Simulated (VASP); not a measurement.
# Rb: single point with BLYP

The system is Rb.

```
Rb
1.0
    -2.79975    2.79975    2.79975
     2.79975   -2.79975    2.79975
     2.79975    2.79975   -2.79975
Rb
1
Direct
  0.00000 0.00000 0.00000
```

This cell differs from its parent crystal: volume scaled by 0.92.

```yaml
Program: VASP 6.6.1
Task: single point
Functional: BLYP
Potentials_or_basis: VASP PAW PBE potentials, release 64 (Rb_sv)
Cutoff: 520 eV
k_mesh: 13 × 13 × 13
Occupations: fermi-dirac, width 0.1 eV
Spin: no spin polarisation
```

* Pressure: 0.2 GPa

Levels at points of the mesh, in eV from the Fermi level:
| k point | band 1 | band 2 | band 3 | band 4 | band 5 | band 6 | band 7 | band 8 | band 9 |
| --- | --- | --- | --- | --- | --- | --- | --- | --- | --- |
| (0.00, 0.00, 0.00) | -29.01 | -13.10 | -13.10 | -13.10 | -2.03 | 3.48 | 3.48 | 3.48 | 4.46 |

Run time: 26 s on 1 thread of Intel(R) Xeon(R) 6975P-C (Granite Rapids), with other jobs on the host, peak memory 0.23 GiB.

Caveat: the PAW data sets were made with another functional, which shifts forces and pressure a little.
